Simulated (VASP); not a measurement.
# Na (Im-3m) in VASP: further runs, part 2 of 2

VASP 6.6.1. The steps go on from the part before.

**3. Single point, LDA**

The input, INCAR:

```
ALGO = Normal
EDIFF = 1E-7
ENCUT = 520
ISIF = 2
ISMEAR = -1
LASPH = True
LCHARG = False
LREAL = False
LWAVE = False
NBANDS = 10
NELM = 80
PREC = Accurate
SIGMA = 0.1
```

The input, KPOINTS:

```
k-points
0
Gamma
  2 2 2
```

The input, POSCAR:

```
Na
1.0
   -2.0287155323      2.0287155323      2.0287155323
    2.0287155323     -2.0287155323      2.0287155323
    2.0287155323      2.0287155323     -2.0287155323
Na
1
Direct
    0.0000000000      0.0000000000      0.0000000000
```

Potentials or basis: VASP PAW LDA potentials, release 64 (Na_pv).

The run is started by

```sh
cat potpaw_LDA.64/Na_pv/POTCAR > POTCAR
mpirun -np 1 vasp_std > vasp.out
```

OUTCAR:

```text
EDIFF = 1E-7
   ENCUT = 520
   ISIF = 2
   ISMEAR = -1
   LASPH = True
   LREAL = False
   NELM = 80
   PREC = Accurate

 ion  position               nearest neighbor table
   1  0.000  0.000  0.000-

  LATTYP: Found a body centered cubic cell.
 ALAT       =     4.0574310646

  Lattice vectors:

 A1 = (  -2.0287155323,   2.0287155323,   2.0287155323)
 A2 = (   2.0287155323,  -2.0287155323,   2.0287155323)
 A3 = (   2.0287155323,   2.0287155323,  -2.0287155323)

Analysis of symmetry for initial positions (statically):
=====================================================================
 Subroutine PRICEL returns:
 Original cell was already a primitive cell.

 Routine SETGRP: Setting up the symmetry group for a
 body centered cubic supercell.

 Subroutine GETGRP returns: Found 48 space group operations
 (whereof 48 operations were pure point group operations)
 out of a pool of 48 trial point group operations.

The static configuration has the point symmetry O_h .

Analysis of symmetry for dynamics (positions and initial velocities):
=====================================================================
 Subroutine PRICEL returns:
 Original cell was already a primitive cell.

 Routine SETGRP: Setting up the symmetry group for a
 body centered cubic supercell.

 Subroutine GETGRP returns: Found 48 space group operations
 (whereof 48 operations were pure point group operations)
 out of a pool of 48 trial point group operations.

The dynamic configuration has the point symmetry O_h .

 Subroutine INISYM returns: Found 48 space group operations
 (whereof 48 operations are pure point group operations),
 and found     1 'primitive' translations

----------------------------------------------------------------------------------------

                                     Primitive cell

  volume of cell :      33.3982

  direct lattice vectors                    reciprocal lattice vectors
    -2.028715532  2.028715532  2.028715532     0.000000000  0.246461365  0.246461365
     2.028715532 -2.028715532  2.028715532     0.246461365  0.000000000  0.246461365
     2.028715532  2.028715532 -2.028715532     0.246461365  0.246461365  0.000000000

  length of vectors
     3.513838376  3.513838376  3.513838376     0.348549005  0.348549005  0.348549005

  position of ions in fractional coordinates (direct lattice)
     0.000000000  0.000000000  0.000000000

  ion indices of the primitive-cell ions
   primitive index   ion index
                 1           1

----------------------------------------------------------------------------------------

 KPOINTS: k-points

Automatic generation of k-mesh.
 Grid dimensions read from file:
 generate k-points for:    2    2    2

 Generating k-lattice:

  Cartesian coordinates                     Fractional coordinates (reciprocal lattice)
     0.000000000  0.123230683  0.123230683     0.500000000  0.000000000  0.000000000
     0.123230683  0.000000000  0.123230683     0.000000000  0.500000000  0.000000000
     0.123230683  0.123230683  0.000000000     0.000000000  0.000000000  0.500000000

  Length of vectors
     0.174274503  0.174274503  0.174274503

  Shift w.r.t. Gamma in fractional coordinates (k-lattice)
     0.000000000  0.000000000  0.000000000

 Subroutine IBZKPT returns following result:
 ===========================================

 Found      3 irreducible k-points:

 Following reciprocal coordinates:
            Coordinates               Weight
  0.000000  0.000000  0.000000      1.000000
  0.500000  0.000000  0.000000      6.000000
  0.500000  0.500000  0.500000      1.000000
   k-points           NKPTS =      3   k-points in BZ     NKDIM =      3   number of bands    NBANDS=     10
   number of dos      NEDOS =    301   number of ions     NIONS =      1
   total plane-waves  NPLWV =  21952
   dimension x,y,z NGX =    28 NGY =   28 NGZ =   28
   dimension x,y,z NGXF=    56 NGYF=   56 NGZF=   56
   ions per type =               1
   NGX,Y,Z   is equivalent  to a cutoff of  13.25, 13.25, 13.25 a.u.
   NGXF,Y,Z  is equivalent  to a cutoff of  26.49, 26.49, 26.49 a.u.
 SYSTEM =  unknown system
   PREC   = accura    normal or accurate (medium, high low for compatibility)
   ISTART =      0    job   : 0-new  1-cont  2-samecut
   ICHARG =      2    charge: 1-file 2-atom 10-const
   ISPIN  =      1    spin polarized calculation?
   LNONCOLLINEAR =      F non collinear calculations
   LSORBIT =      F    spin-orbit coupling
   LASPH  =      T    aspherical Exc in radial PAW
   ENCUT  =  520.0 eV  38.22 Ry    6.18 a.u.   6.53  6.53  6.53*2*pi/ulx,y,z
   NELM   =     80;   NELMIN=  2; NELMDL= -5     # of ELM steps
   EDIFF  = 0.1E-06   stopping-criterion for ELM
   LREAL  =      F    real-space projection
   EDIFFG = 0.1E-05   stopping-criterion for IOM
   NSW    =      0    number of steps for IOM
   IBRION =     -1    ionic relax: 0-MD 1-quasi-New 2-CG
   NFREE  =      0    steps in history (QN), initial steepest desc. (CG)
   ISIF   =      2    stress and relaxation
   ISYM   =      2    0-nonsym 1-usesym 2-fastsym
   POTIM  = 0.5000    time-step for ionic-motion
   TEBEG  =    0.0;   TEEND  =   0.0 temperature during run
   PSTRESS=    0.0 pullay stress
   NELECT =       7.0000    total number of electrons
   NUPDOWN=      -1.0000    fix difference up-down
   EMIN   =  10.00;   EMAX   =-10.00  energy-range for DOS
   EFERMI =   0.00;   METHOD = LEGACY
   ISMEAR =    -1;   SIGMA  =   0.10  broadening in eV -4-tet -1-fermi 0-gaus
   EFERMI_NEDOS =   21; number of points for ismear=-14 and -15
   IALGO  =     38    algorithm
   IMIX   =      4    mixing-type and parameters
     AMIX     =   0.40;   BMIX     =  1.00
     AMIX_MAG =   1.60;   BMIX_MAG =  1.00
  volume/ion in A,a.u.               =      33.40       225.38
  Fermi-wavevector in a.u.,A,eV,Ry     =   0.972448  1.837660 12.866417  0.945655
  Thomas-Fermi vector in A             =   2.102747
   LORBIT       =      0    0 simple, 1 ext, 2 COOP (PROOUT), +10 PAW based schemes
   GGA     = CA    functional components
   LHFCALC =     F    Hartree Fock is set to
   AEXX    =    0.0000 exact exchange contribution
   IVDW    =     0    specifies the selected vdW correction
   LEPSILON=     F    determine dielectric tensor
   LRPA    =     F    only Hartree local field effects (RPA)
 non-spin polarized calculation
  energy-cutoff  :      520.00
  volume of cell :       33.40
 maximum number of plane-waves:       935
 NGX is ok and might be reduce to    28
   NGX = 13   NGY = 13   NGZ = 13

 number of electron       7.0000010 magnetization

 Free energy of the ion-electron system (eV)
  ---------------------------------------------------
  ext. energy  EPLUGINS =         0.00000000
  ---------------------------------------------------
  free energy    TOTEN  =        -0.45810587 eV

  energy without entropy =       -0.34818858  energy(sigma->0) =       -0.40314722

 E-fermi :   1.2508     XC(G=0):  -7.0450

 val. band max:       -3.0568803855   @ k =   0.0000   0.0000   0.0000
 cond. band min:       1.2534711153   @ k =   0.5000   0.0000   0.0000
 fundamental gap:      4.3103515008
 Fermi energy:         1.2508303887

 k-point     1 :       0.0000    0.0000    0.0000
  band No.  band energies     occupation
      1     -24.4473      2.00000
      2     -24.4473      2.00000
      3     -24.4473      2.00000
      4      -3.0569      2.00000
      5      12.7951      0.00000
      6      12.7951      0.00000
      7      12.7951      0.00000
      8      13.9241      0.00000
      9      13.9241      0.00000
     10      14.6320      0.00000

 k-point     2 :       0.5000    0.0000    0.0000
  band No.  band energies     occupation
      1     -24.4997      2.00000
      2     -24.4647      2.00000
      3     -24.4473      2.00000
      4       1.2535      0.98680
      5       1.7522      0.01320
      6       9.0883      0.00000
      7      10.2251      0.00000
      8      10.3246      0.00000
      9      11.5076      0.00000
     10      17.5110      0.00000

 k-point     3 :       0.5000    0.5000    0.5000
  band No.  band energies     occupation
      1     -24.4848      2.00000
      2     -24.4848      2.00000
      3     -24.4848      2.00000
      4       5.1813      0.00000
      5       5.1813      0.00000
      6       5.6782      0.00000
      7       5.6782      0.00000
      8       5.6782      0.00000
      9       8.8335      0.00000
     10      20.9506      0.00000

------------------------ aborting loop because EDIFF is reached ----------------------------------------

  FORCE on cell =-STRESS in cart. coord.  units (eV):
  Direction    XX          YY          ZZ          XY          YZ          ZX
  --------------------------------------------------------------------------------------
  -------------------------------------------------------------------------------------
  Total        0.4800788      0.4800788      0.4800788     -0.0000000      0.0000000     -0.0000000
  in kB       23.0303037     23.0303037     23.0303037     -0.0000000      0.0000000     -0.0000000
  external PRESSURE =      23.0303037 kB  Pullay stress =       0.0000000 kB

 VOLUME and BASIS-vectors are now :
 -----------------------------------------------------------------------------
  energy-cutoff  :      520.00
  volume of cell :       33.40
      direct lattice vectors                 reciprocal lattice vectors
    -2.028715532  2.028715532  2.028715532     0.000000000  0.246461365  0.246461365
     2.028715532 -2.028715532  2.028715532     0.246461365  0.000000000  0.246461365
     2.028715532  2.028715532 -2.028715532     0.246461365  0.246461365  0.000000000

 POSITION                                       TOTAL-FORCE (eV/Angst)
 -----------------------------------------------------------------------------------
      0.00000      0.00000      0.00000         0.000000      0.000000      0.000000
 -----------------------------------------------------------------------------------
    total drift:                               -0.000000     -0.000000     -0.000000

  FREE ENERGIE OF THE ION-ELECTRON SYSTEM (eV)
  ---------------------------------------------------
  free  energy   TOTEN  =        -0.4581058672 eV

  energy  without entropy=       -0.3481885821  energy(sigma->0) =       -0.40314722
```

OSZICAR:

```text
N       E                     dE             d eps       ncg     rms          rms(c)
DAV:   1     0.306366086132E+02    0.30637E+02   -0.41600E+03    62   0.682E+02
DAV:   2     0.391661881552E+00   -0.30245E+02   -0.29733E+02    60   0.147E+02
DAV:   3    -0.451197800914E+00   -0.84286E+00   -0.83329E+00    84   0.267E+01
DAV:   4    -0.457044189099E+00   -0.58464E-02   -0.58460E-02    70   0.223E+00
DAV:   5    -0.457112623701E+00   -0.68435E-04   -0.68434E-04    86   0.240E-01    0.373E-01
DAV:   6    -0.457680669103E+00   -0.56805E-03   -0.75073E-04    68   0.251E-01    0.247E-01
DAV:   7    -0.458110771926E+00   -0.43010E-03   -0.23216E-03    60   0.422E-01    0.143E-02
DAV:   8    -0.458105506819E+00    0.52651E-05   -0.32432E-05    72   0.858E-02    0.600E-03
DAV:   9    -0.458105825899E+00   -0.31908E-06   -0.25453E-07    84   0.406E-03    0.249E-03
DAV:  10    -0.458105867176E+00   -0.41276E-07   -0.64768E-08    68   0.161E-03
   1 F= -.45810587E+00 E0= -.40314722E+00  d E =-.109917E+00
```

stdout:

```text
POSCAR found type information on POSCAR Na
 POSCAR found :  1 types and       1 ions
 scaLAPACK will be used
 LDA part: xc-table for (Slater(with rela. corr.)+CA(PZ))
 , standard interpolation
 POSCAR, INCAR and KPOINTS ok, starting setup
 FFT: planning ... GRIDC
 FFT: planning ... GRID_SOFT
 FFT: planning ... GRID
 WAVECAR not read
 entering main loop
```

Wall time 1.5 s (1 thread of Intel Xeon Platinum 8259CL at 2.50GHz (Skylake/Cascade Lake), shared host); peak memory 0.12 GiB.

What came out:

| Item | Value |
| --- | --- |
| Free energy | -0.4581 eV |
| Pressure | 2.3 GPa |

Levels at points of the mesh, in eV from the Fermi level:
```
           k point  band 1  band 2  band 3  band 4  band 5  band 6  band 7
(0.00, 0.00, 0.00)  -25.70  -25.70  -25.70   -4.31   11.54   11.54   11.54
(0.50, 0.00, 0.00)  -25.75  -25.72  -25.70    0.00    0.50    7.84    8.97
(0.50, 0.50, 0.50)  -25.74  -25.74  -25.74    3.93    3.93    4.43    4.43
```

Caveat: the k points lie up to 1.09 Å⁻¹ apart.

**4. Single point, LDA**

The input, INCAR:

```
ALGO     = Normal         # electronic algorithm
EDIFF    = 1E-6           # SCF threshold, eV
ENCUT    = 520            # plane-wave cutoff, eV
ISIF     = 2              # what is computed and relaxed
ISMEAR   = -1             # smearing method
LASPH    = True           # aspherical terms in the spheres
LCHARG   = False          # write CHGCAR
LREAL    = False          # projectors in reciprocal space
LWAVE    = False          # write WAVECAR
NBANDS   = 10             # bands
NELM     = 100            # most SCF steps
PREC     = Accurate       # precision mode
SIGMA    = 0.1            # smearing width, eV
```

The input, KPOINTS:

```
k-points
0
Gamma
  3 3 3
```

POSCAR is that of step 3.

The run is started by

```sh
cat potpaw_LDA.64/Na_pv/POTCAR > POTCAR
mpirun -np 1 vasp_std > vasp.out
```

Wall time 1.6 s (1 thread of Intel Xeon Platinum 8259CL at 2.50GHz (Skylake/Cascade Lake), shared host); peak memory 0.12 GiB.

Results (log left out):

- Free energy: -1.6162 eV
- Pressure: -0.5 GPa

Levels at points of the mesh, in eV from the Fermi level:
| k point | band 1 | band 2 | band 3 | band 4 | band 5 | band 6 | band 7 |
| --- | --- | --- | --- | --- | --- | --- | --- |
| (0.00, 0.00, 0.00) | -25.16 | -25.16 | -25.16 | -3.80 | 12.03 | 12.03 | 12.03 |

Caveat: the k points lie up to 0.73 Å⁻¹ apart.

**5. Single point, LDA**

The input, INCAR:

```
PREC = Accurate
ENCUT = 520
EDIFF = 1E-6
ISMEAR = -1
SIGMA = 0.1
LREAL = F
LASPH = T
NELM = 80
ALGO = Normal
ISIF = 2
LWAVE = F
LCHARG = F
GGA = CA
NBANDS = 10
```

The input, KPOINTS:

```
Automatic mesh
0
Gamma
  4 4 4
```

POSCAR is that of step 4.

The run is started by

```sh
cat potpaw_LDA.64/Na_pv/POTCAR > POTCAR
mpirun -np 1 vasp_std > vasp.out
```

Run time: 2.1 s. Hardware: 1 thread of Intel Xeon Platinum 8259CL at 2.50GHz (Skylake/Cascade Lake), shared host; peak memory 0.12 GiB.

It converged, with:

```yaml
Free_energy: -1.3723 eV
Pressure: 0.3 GPa
```

Levels at points of the mesh, in eV from the Fermi level:
| k point | band 1 | band 2 | band 3 | band 4 | band 5 | band 6 | band 7 | band 8 |
| --- | --- | --- | --- | --- | --- | --- | --- | --- |
| (0.00, 0.00, 0.00) | -24.80 | -24.80 | -24.80 | -3.45 | 12.38 | 12.38 | 12.38 | 13.55 |
| (0.50, 0.00, 0.00) | -24.86 | -24.82 | -24.80 | 0.87 | 1.36 | 8.69 | 9.81 | 9.95 |
| (0.50, 0.50, 0.50) | -24.84 | -24.84 | -24.84 | 4.81 | 4.81 | 5.28 | 5.28 | 5.28 |

Caveat: the k points lie up to 0.55 Å⁻¹ apart.

**6. Single point, LDA**

The input, INCAR:

```
  PREC = Accurate
  ENCUT = 520
  EDIFF = 1E-6
  ISMEAR = -1
  SIGMA = 0.1
  LREAL = F
  LASPH = T
  NELM = 80
  ALGO = Normal
  ISIF = 2
  LWAVE = F
  LCHARG = T
  LELF = T
  LVHAR = T
  NBANDS = 10
```

The input, KPOINTS:

```
Automatic mesh
0
Gamma
  5 5 5
```

POSCAR is that of step 5.

Potentials or basis: VASP PAW LDA potentials, release 64 (Na_pv).

The run is started by

```sh
cat potpaw_LDA.64/Na_pv/POTCAR > POTCAR
mpirun -np 1 vasp_std > vasp.out
```

Wall time 3.2 s (1 thread of Intel Xeon Platinum 8259CL at 2.50GHz (Skylake/Cascade Lake), shared host); peak memory 0.12 GiB.

It converged, with:

- Free energy: -1.4658 eV
- Pressure: 0.0 GPa

Levels at points of the mesh, in eV from the Fermi level:
| k point | band 1 | band 2 | band 3 | band 4 | band 5 | band 6 | band 7 |
| --- | --- | --- | --- | --- | --- | --- | --- |
| (0.00, 0.00, 0.00) | -24.93 | -24.93 | -24.93 | -3.57 | 12.26 | 12.26 | 12.26 |

Caveat: the k points lie up to 0.44 Å⁻¹ apart.

**7. Summary**

```csv
k mesh,gap on the mesh (eV),pressure (GPa)
18 × 18 × 18,none,0.0
2 × 2 × 2,none,2.3
3 × 3 × 3,none,-0.5
4 × 4 × 4,none,0.3
5 × 5 × 5,none,0.0
```

Alike in all rows: task single point; level LDA; potentials or basis VASP PAW LDA potentials, release 64 (Na_pv); no spin polarisation; cell as given; cutoff (eV) 520; smearing fermi-dirac 0.1 eV.

Caveats: some runs use coarse meshes.

Total energies depend on the potentials used, so only differences within one code and one set of settings carry meaning.
